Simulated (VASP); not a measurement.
Write the native input for VASP 6.6.1 that does the following.

```
Task                   : single point
Functional             : PBE
Potentials or basis    : VASP PAW PBE potentials, release 64 (Co, O)
Cutoff                 : 520 eV
k mesh                 : 11 × 11 × 10
Occupations            : fermi-dirac, width 0.05 eV
Spin                   : collinear spin, ferromagnetic start
Starting moments       : [1.71, 0.0] μB
Dipole correction      : no
Further INCAR settings : ALGO = Normal; EDIFF = 1e-07; NBANDS = 18
```

The structure of CoO lies in POSCAR:

```
CoO
1.0
    2.8562992300      0.0000000000      0.0000000000
   -1.4281496100      2.4736276900      0.0000000000
    0.0000000000      0.0000000000      2.7876065300
Co O
1 1
Direct
    0.0000000000      0.0000000000      0.0000000000
    0.6666666667      0.3333333333      0.5000000000
```

One way to write it, as run:

INCAR

```
PREC = Accurate
ENCUT = 520
EDIFF = 1E-7
ISMEAR = -1
SIGMA = 0.05
LREAL = F
LASPH = T
NELM = 150
ALGO = Normal
ISIF = 2
LWAVE = F
LCHARG = T
ISPIN = 2
MAGMOM = 1.71 0
LORBIT = 11
LMAXMIX = 4
GGA = PE
LELF = T
LVHAR = T
NBANDS = 18
```

KPOINTS

```
Automatic mesh
0
Gamma
  11 11 10
```

Potentials or basis: VASP PAW PBE potentials, release 64 (Co, O).

Command:

```bash
$ cat potpaw_PBE.64/Co/POTCAR potpaw_PBE.64/O/POTCAR > POTCAR
$ mpirun -np 1 vasp_std > vasp.out
```

Results of the run:

```yaml
Pressure: -8.0 GPa
Band_gap_on_the_k_mesh: zero (filled and empty bands overlap)
Net_moment: 3.00 μB per cell
Site_moments: Co +2.56; O +0.40 μB
Valence_electrons_inside_the_program's_atomic_spheres: Co 7.77; O 4.94
```

Caveat: the cell stands under tension; a cell with one magnetic atom can't hold antiferromagnetic order, which such compounds often take; semilocal functionals often make such compounds metallic where correlation or magnetic order opens a gap, which also shifts bond lengths.

Run time: 2.4 min on 1 thread of Intel Xeon 8259CL, on a shared host, peak memory 0.19 GiB.
